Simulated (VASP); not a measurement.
# Tc (Im-3m) in VASP: notebook, part 2 of 2

VASP 6.6.1. The steps go on from the part before.

## 3. Single point, r2SCAN

This run uses another cell than the first one, of 14.61 Å³/atom.

File POSCAR:

```
Tc
1.0
   -1.5401792766      1.5401792766      1.5401792766
    1.5401792766     -1.5401792766      1.5401792766
    1.5401792766      1.5401792766     -1.5401792766
Tc
1
Direct
    0.0000000000      0.0000000000      0.0000000000
```

File INCAR.step1:

```
ALGO = Normal
EDIFF = 1E-4
ENCUT = 520
GGA = PE
ISMEAR = 0
LASPH = T
LCHARG = F
LREAL = F
LWAVE = T
NBANDS = 12
NELM = 60
PREC = Accurate
SIGMA = 0.05
```

File INCAR.step2:

```
ALGO = Normal
EDIFF = 1E-7
ENCUT = 520
ISIF = 2
ISMEAR = 0
ISTART = 1
LASPH = T
LCHARG = F
LMIXTAU = T
LREAL = F
LWAVE = F
METAGGA = R2SCAN
NBANDS = 12
NELM = 60
PREC = Accurate
SIGMA = 0.05
```

File KPOINTS:

```
k-points
0
Gamma
  20 20 20
```

Potentials or basis: VASP PAW PBE potentials, release 64 (Tc_pv).

Command:

```console
> cat potpaw_PBE.64/Tc_pv/POTCAR > POTCAR
> cp INCAR.step1 INCAR
> mpirun -np 1 vasp_std > vasp.out
> cp INCAR.step2 INCAR
> mpirun -np 1 vasp_std > vasp.out
```

OUTCAR:

```text
EDIFF = 1E-7
   ENCUT = 520
   ISIF = 2
   ISMEAR = 0
   ISTART = 1
   LASPH = T
   LREAL = F
   METAGGA = R2SCAN
   NELM = 60
   PREC = Accurate

 ion  position               nearest neighbor table
   1  0.000  0.000  0.000-

  LATTYP: Found a body centered cubic cell.
 ALAT       =     3.0803585532

  Lattice vectors:

 A1 = (  -1.5401792766,   1.5401792766,   1.5401792766)
 A2 = (   1.5401792766,  -1.5401792766,   1.5401792766)
 A3 = (   1.5401792766,   1.5401792766,  -1.5401792766)

Analysis of symmetry for initial positions (statically):
=====================================================================
 Subroutine PRICEL returns:
 Original cell was already a primitive cell.

 Routine SETGRP: Setting up the symmetry group for a
 body centered cubic supercell.

 Subroutine GETGRP returns: Found 48 space group operations
 (whereof 48 operations were pure point group operations)
 out of a pool of 48 trial point group operations.

The static configuration has the point symmetry O_h .

Analysis of symmetry for dynamics (positions and initial velocities):
=====================================================================
 Subroutine PRICEL returns:
 Original cell was already a primitive cell.

 Routine SETGRP: Setting up the symmetry group for a
 body centered cubic supercell.

 Subroutine GETGRP returns: Found 48 space group operations
 (whereof 48 operations were pure point group operations)
 out of a pool of 48 trial point group operations.

The dynamic configuration has the point symmetry O_h .

 Subroutine INISYM returns: Found 48 space group operations
 (whereof 48 operations are pure point group operations),
 and found     1 'primitive' translations

----------------------------------------------------------------------------------------

                                     Primitive cell

  volume of cell :      14.6142

  direct lattice vectors                    reciprocal lattice vectors
    -1.540179277  1.540179277  1.540179277     0.000000000  0.324637533  0.324637533
     1.540179277 -1.540179277  1.540179277     0.324637533  0.000000000  0.324637533
     1.540179277  1.540179277 -1.540179277     0.324637533  0.324637533  0.000000000

  length of vectors
     2.667668760  2.667668760  2.667668760     0.459106801  0.459106801  0.459106801

  position of ions in fractional coordinates (direct lattice)
     0.000000000  0.000000000  0.000000000

  ion indices of the primitive-cell ions
   primitive index   ion index
                 1           1

----------------------------------------------------------------------------------------

 KPOINTS: k-points

Automatic generation of k-mesh.
 Grid dimensions read from file:
 generate k-points for:   20   20   20

 Generating k-lattice:

  Cartesian coordinates                     Fractional coordinates (reciprocal lattice)
     0.000000000  0.016231877  0.016231877     0.050000000  0.000000000  0.000000000
     0.016231877  0.000000000  0.016231877     0.000000000  0.050000000  0.000000000
     0.016231877  0.016231877  0.000000000     0.000000000  0.000000000  0.050000000

  Length of vectors
     0.022955340  0.022955340  0.022955340

  Shift w.r.t. Gamma in fractional coordinates (k-lattice)
     0.000000000  0.000000000  0.000000000

 Subroutine IBZKPT returns following result:
 ===========================================

 Found    256 irreducible k-points:

 Following reciprocal coordinates:
            Coordinates               Weight
  0.000000  0.000000  0.000000      1.000000
  0.050000  0.000000  0.000000     12.000000
  0.100000  0.000000  0.000000     12.000000
  0.150000  0.000000  0.000000     12.000000
  0.200000  0.000000  0.000000     12.000000
  0.250000  0.000000  0.000000     12.000000
[... 16 lines left out ...]
  0.200000  0.100000  0.000000     48.000000
  0.250000  0.100000 -0.000000     48.000000
 [... further k-points ...]
   k-points           NKPTS =    256   k-points in BZ     NKDIM =    256   number of bands    NBANDS=     12
   number of dos      NEDOS =    301   number of ions     NIONS =      1
   total plane-waves  NPLWV =   8000
   dimension x,y,z NGX =    20 NGY =   20 NGZ =   20
   dimension x,y,z NGXF=    40 NGYF=   40 NGZF=   40
   ions per type =               1
   NGX,Y,Z   is equivalent  to a cutoff of  12.46, 12.46, 12.46 a.u.
   NGXF,Y,Z  is equivalent  to a cutoff of  24.93, 24.93, 24.93 a.u.
 SYSTEM =  unknown system
   PREC   = accura    normal or accurate (medium, high low for compatibility)
   ISTART =      1    job   : 0-new  1-cont  2-samecut
   ICHARG =      0    charge: 1-file 2-atom 10-const
   ISPIN  =      1    spin polarized calculation?
   LNONCOLLINEAR =      F non collinear calculations
   LSORBIT =      F    spin-orbit coupling
   LASPH  =      T    aspherical Exc in radial PAW
   ENCUT  =  520.0 eV  38.22 Ry    6.18 a.u.   4.96  4.96  4.96*2*pi/ulx,y,z
   NELM   =     60;   NELMIN=  2; NELMDL=  0     # of ELM steps
   EDIFF  = 0.1E-06   stopping-criterion for ELM
   LREAL  =      F    real-space projection
   EDIFFG = 0.1E-05   stopping-criterion for IOM
   NSW    =      0    number of steps for IOM
   IBRION =     -1    ionic relax: 0-MD 1-quasi-New 2-CG
   NFREE  =      0    steps in history (QN), initial steepest desc. (CG)
   ISIF   =      2    stress and relaxation
   ISYM   =      2    0-nonsym 1-usesym 2-fastsym
   POTIM  = 0.5000    time-step for ionic-motion
   TEBEG  =    0.0;   TEEND  =   0.0 temperature during run
   PSTRESS=    0.0 pullay stress
   NELECT =      13.0000    total number of electrons
   NUPDOWN=      -1.0000    fix difference up-down
   EMIN   =  10.00;   EMAX   =-10.00  energy-range for DOS
   EFERMI =   0.00;   METHOD = LEGACY
   ISMEAR =     0;   SIGMA  =   0.05  broadening in eV -4-tet -1-fermi 0-gaus
   EFERMI_NEDOS =   21; number of points for ismear=-14 and -15
   IALGO  =     38    algorithm
   IMIX   =      4    mixing-type and parameters
     AMIX     =   0.40;   BMIX     =  1.00
     AMIX_MAG =   1.60;   BMIX_MAG =  1.00
  volume/ion in A,a.u.               =      14.61        98.62
  Fermi-wavevector in a.u.,A,eV,Ry     =   1.574459  2.975296 33.727768  2.478921
  Thomas-Fermi vector in A             =   2.675590
   LORBIT       =      0    0 simple, 1 ext, 2 COOP (PROOUT), +10 PAW based schemes
   METAGGA = R2SCAN    functional components
   LHFCALC =     F    Hartree Fock is set to
   AEXX    =    0.0000 exact exchange contribution
   IVDW    =     0    specifies the selected vdW correction
   LEPSILON=     F    determine dielectric tensor
   LRPA    =     F    only Hartree local field effects (RPA)
 non-spin polarized calculation
 Gauss-broadening in eV      SIGMA  =   0.05
  energy-cutoff  :      520.00
  volume of cell :       14.61
 maximum number of plane-waves:       420
   NGX =  9   NGY =  9   NGZ =  9

 number of electron      13.0000002 magnetization

 Free energy of the ion-electron system (eV)
  ---------------------------------------------------
  ext. energy  EPLUGINS =         0.00000000
  ---------------------------------------------------
  free energy    TOTEN  =       -25.74719606 eV

  energy without entropy =      -25.74552778  energy(sigma->0) =      -25.74636192

 E-fermi :  12.9055     XC(G=0): -14.9916

 val. band max:       12.9054547417   @ k =   0.1500   0.0500   0.0000
 cond. band min:      12.9331380439   @ k =  -0.3000   0.5000   0.0500
 fundamental gap:      0.0276833022
 Fermi energy:        12.9055318375

 k-point     1 :       0.0000    0.0000    0.0000
  band No.  band energies     occupation
      1     -27.2637      2.00000
      2     -27.2637      2.00000
      3     -27.2637      2.00000
      4       4.5534      2.00000
      5      10.3735      2.00000
      6      10.3735      2.00000
      7      10.3735      2.00000
      8      13.5469      0.00000
      9      13.5469      0.00000
     10      29.4167      0.00000
     11      29.4167      0.00000
     12      29.4167      0.00000

 k-point     2 :       0.0500    0.0000    0.0000
  band No.  band energies     occupation
      1     -27.2975      2.00000
      2     -27.2742      2.00000
      3     -27.2639      2.00000
      4       4.6709      2.00000
      5      10.3134      2.00000
      6      10.3669      2.00000
      7      10.4780      2.00000
      8      13.4609      0.00000
      9      13.5491      0.00000
     10      29.4927      0.00000
     11      29.5929      0.00000
     12      29.6058      0.00000
[... 316 lines left out ...]
 k-point    24 :       0.2500    0.1000   -0.0000
  band No.  band energies     occupation
      1     -28.1411      2.00000
      2     -27.5521      2.00000
      3     -27.3135      2.00000
      4       7.1741      2.00000
      5       9.0281      2.00000
      6      10.2900      2.00000
      7      12.8961      1.20976
      8      13.9693      0.00000
      9      14.3906      0.00000
     10      28.2024      0.00000
     11      28.7651      0.00000
     12      33.9097      0.00000

 [... further k-points ...]
[... 5 lines left out ...]
  --------------------------------------------------------------------------------------
  -------------------------------------------------------------------------------------
  Total       -0.3956237     -0.3956237     -0.3956237      0.0000000      0.0000000     -0.0000000
  in kB      -43.3729621    -43.3729621    -43.3729621      0.0000000      0.0000000     -0.0000000
  external PRESSURE =     -43.3729621 kB  Pullay stress =       0.0000000 kB

 VOLUME and BASIS-vectors are now :
 -----------------------------------------------------------------------------
  energy-cutoff  :      520.00
  volume of cell :       14.61
      direct lattice vectors                 reciprocal lattice vectors
    -1.540179277  1.540179277  1.540179277     0.000000000  0.324637533  0.324637533
     1.540179277 -1.540179277  1.540179277     0.324637533  0.000000000  0.324637533
     1.540179277  1.540179277 -1.540179277     0.324637533  0.324637533  0.000000000

 POSITION                                       TOTAL-FORCE (eV/Angst)
 -----------------------------------------------------------------------------------
      0.00000      0.00000      0.00000         0.000000      0.000000     -0.000000
 -----------------------------------------------------------------------------------
    total drift:                                0.000000     -0.000000      0.000000

  FREE ENERGIE OF THE ION-ELECTRON SYSTEM (eV)
  ---------------------------------------------------
  free  energy   TOTEN  =       -25.7471960577 eV

  energy  without entropy=      -25.7455277756  energy(sigma->0) =      -25.74636192
```

OUTCAR.step1:

```text
EDIFF = 1E-4
   ENCUT = 520
   GGA = PE
   ISMEAR = 0
   LASPH = T
[... 575 lines left out ...]

 POSITION                                       TOTAL-FORCE (eV/Angst)
 -----------------------------------------------------------------------------------
      0.00000      0.00000      0.00000         0.000000     -0.000000      0.000000
 -----------------------------------------------------------------------------------
    total drift:                                0.000000     -0.000000      0.000000

  FREE ENERGIE OF THE ION-ELECTRON SYSTEM (eV)
  ---------------------------------------------------
  free  energy   TOTEN  =       -10.1027652921 eV

  energy  without entropy=      -10.1010141964  energy(sigma->0) =      -10.10188974
```

OSZICAR.step1:

```text
N       E                     dE             d eps       ncg     rms          rms(c)
DAV:   1     0.119487947811E+03    0.11949E+03   -0.78018E+03  6164   0.103E+03
DAV:   2    -0.910264450576E+01   -0.12859E+03   -0.12506E+03  6712   0.311E+02
DAV:   3    -0.108641458995E+02   -0.17615E+01   -0.17580E+01  6904   0.423E+01
DAV:   4    -0.108712473262E+02   -0.71014E-02   -0.71012E-02  6696   0.297E+00
DAV:   5    -0.108712998396E+02   -0.52513E-04   -0.52513E-04  6948   0.246E-01    0.163E+01
DAV:   6    -0.101847033310E+02    0.68660E+00   -0.94886E-01  6388   0.129E+01    0.497E+00
DAV:   7    -0.101075749370E+02    0.77128E-01   -0.14687E-01  7024   0.488E+00    0.694E-01
DAV:   8    -0.101027529241E+02    0.48220E-02   -0.50476E-03  6296   0.848E-01    0.877E-02
DAV:   9    -0.101027652921E+02   -0.12368E-04   -0.68942E-05  5012   0.118E-01
   1 F= -.10102765E+02 E0= -.10101890E+02  d E =-.175110E-02
```

Wall time 3.2 min (1 thread of Intel Xeon 8259CL, shared host); peak memory 0.16 GiB.

What came out:

```yaml
Free_energy: -25.7472 eV
Pressure: -4.3 GPa
Band_gap_on_the_k_mesh: zero (an odd number of electrons rules out a gap without spin polarisation)
```

Levels at points of the mesh, in eV from the Fermi level:
```tsv
k point	band 3	band 4	band 5	band 6	band 7	band 8	band 9	band 10
(0.00, 0.00, 0.00)	-40.17	-8.35	-2.53	-2.53	-2.53	0.64	0.64	16.51
(0.50, 0.00, 0.00)	-40.18	-6.37	-4.54	0.60	1.10	1.21	3.39	11.27
(0.50, 0.50, 0.50)	-41.07	-6.42	-6.42	2.68	2.68	2.68	9.40	9.40
```

Caveat: the cell stands under tension; the PAW data sets were made with another functional, which shifts forces and pressure a little.
